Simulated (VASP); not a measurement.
Nb: single point with PBE

Crystal: Nb.

```
Nb
1.0
    -1.65447    1.65447    1.65447
     1.65447   -1.65447    1.65447
     1.65447    1.65447   -1.65447
Nb
1
Cartesian
  0.0000 0.0000 0.0000
```

```
Program                : VASP 6.6.1
Task                   : single point
Functional             : PBE
Potentials or basis    : VASP PAW PBE potentials, release 64 (Nb_sv)
Cutoff                 : 520 eV
k mesh                 : 16 × 16 × 16
Occupations            : fermi-dirac, width 0.05 eV
Spin                   : no spin polarisation
Dipole correction      : no
Further INCAR settings : ALGO = Normal; EDIFF = 1e-07; NBANDS = 12
```

- Pressure: -0.3 GPa

Levels at points of the mesh, in eV from the Fermi level:
| k point | band 4 | band 5 | band 6 | band 7 | band 8 | band 9 |
| --- | --- | --- | --- | --- | --- | --- |
| (0.00, 0.00, 0.00) | -29.69 | -5.94 | 0.36 | 0.36 | 0.36 | 3.25 |
| (0.50, 0.00, 0.00) | -29.70 | -3.71 | -1.65 | 2.25 | 3.28 | 3.96 |
| (0.50, 0.50, 0.50) | -30.60 | -3.69 | -3.69 | 5.56 | 5.56 | 5.56 |

Run time: 11 s on 1 thread of Intel(R) Xeon(R) 6975P-C (Granite Rapids) (shared host), peak memory 0.16 GiB.
